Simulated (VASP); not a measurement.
NaCl:

```
CELL_PARAMETERS angstrom
0.00000 3.08727 3.26633
3.08727 0.00000 3.26633
3.08727 3.08727 0.00000
ATOMIC_POSITIONS crystal
Na 0.00000 0.00000 0.00000
Cl 0.25000 0.25000 0.25000
```

This cell differs from its parent crystal: uniaxial z strain +5.8%.

Base run:

| Property | Result |
| --- | --- |
| Program | VASP 6.6.1 |
| Functional | r2SCAN |
| Potentials or basis | VASP PAW PBE potentials, release 64 (Na_pv, Cl) |
| Cutoff | 520 eV |
| k mesh | 8 × 8 × 8 |
| Occupations | gaussian, width 0.01 eV |
| Spin | no spin polarisation |

Its results: band gap on the k mesh 5.41 eV, direct; pressure -1.0 GPa.

The run is repeated on the same cell with these changes: functional from r2SCAN to PBE; occupations from gaussian, width 0.01 eV to fermi-dirac, width 0.02 eV. What comes out?

Band gap on the k mesh 4.78 eV, direct; pressure -0.3 GPa.

Caveats: the PAW data sets were made with another functional, which shifts forces and pressure a little (some runs).

A k mesh can miss the band edges.
